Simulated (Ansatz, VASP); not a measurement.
Bi2Se3: VASP beside Ansatz

Contents of INCAR:

```
SYSTEM = Bi2Se3
PREC     = Accurate       ! precision mode
ENCUT    = 520            ! plane-wave cutoff, eV
EDIFF    = 1E-6           ! SCF threshold, eV
ISMEAR   = 0              ! smearing method
SIGMA    = 0.1            ! smearing width, eV
LREAL    = .FALSE.        ! projectors in reciprocal space
LASPH    = .TRUE.         ! aspherical terms in the spheres
NELM     = 80             ! most SCF steps
ALGO     = Normal         ! electronic algorithm
ISIF     = 2              ! what is computed and relaxed
LWAVE    = .FALSE.        ! write WAVECAR
LCHARG   = .FALSE.        ! write CHGCAR
GGA      = PE             ! functional
NBANDS   = 32             ! bands
```

File KPOINTS:

```
Automatic mesh
0
G
  4 4 2
  0 0 0
```

POSCAR

```
Bi2Se3
1.0
    4.4193636200      0.0000000000      0.0000000000
    0.0000000000      4.4193636200      0.0000000000
    0.0000000000      0.0000000000      8.9337431000
Bi Se
2 3
Direct
    0.5000000000      0.5000000000      0.6826805200
    0.0000000000      0.0000000000      0.8215615800
    0.0000000000      0.0000000000      0.2058229700
    0.5000000000      0.0000000000      0.0494685800
    0.0000000000      0.5000000000      0.0494685800
```

Input for Ansatz:

```yaml
crystal:
  lattice:
    - [4.41936362, 0.0, 0.0]
    - [0.0, 4.41936362, 0.0]
    - [0.0, 0.0, 8.9337431]
  atoms:
    - { symbol: Bi, position: [0.5, 0.5, 0.68268052] }
    - { symbol: Bi, position: [0.0, 0.0, 0.82156158] }
    - { symbol: Se, position: [0.0, 0.0, 0.20582297] }
    - { symbol: Se, position: [0.5, 0.0, 0.04946858] }
    - { symbol: Se, position: [0.0, 0.5, 0.04946858] }
basis:
  ecutwfc: 420
kpoints:
  mp_grid: { grid: [4, 4, 2] }
hamiltonian:
  xc: pbe
scf:
  occupations: { method: gaussian, width: 0.1 }
  lower_state_search: "off"
output:
  forces: true
  stress: true
  eigenvalues: true
```

Alike in both runs: task single point; functional PBE; k mesh 4 × 4 × 2; occupations gaussian, width 0.1 eV; no spin polarisation.

|  | VASP | Ansatz |
| --- | --- | --- |
| version | VASP 6.6.1 | Ansatz 0.2.0 |
| potentials or method | VASP PAW PBE potentials, release 64 (Bi_d, Se), cutoff 520 eV | scalar-relativistic, plane waves, PAW |
| valence electrons in the cell | 48 | 78 |

Ansatz gave:

| Item | Value |
| --- | --- |
| gap on the k mesh at the Fermi level (eV) | none |
| pressure (GPa) | 1.8 |
| traceless stress, the component that is largest in VASP (GPa) | 1.46 |
| rms of the force components (eV/Å) | 0.381 |

Estimate VASP's values.

gap on the k mesh at the Fermi level (eV): none; pressure (GPa): 1.8; traceless stress, the component that is largest in VASP (GPa): 1.47; rms of the force components (eV/Å): 0.381.

Atom by atom the forces differ by 0.003 eV/Å (rms over components). A gap of «none» marks a metal or a gap that the smearing closes. VASP's potentials hold 48 valence electrons a cell and Ansatz's 78, so a difference there can come from the potentials and not from the codes.

Spin-orbit coupling is off throughout.
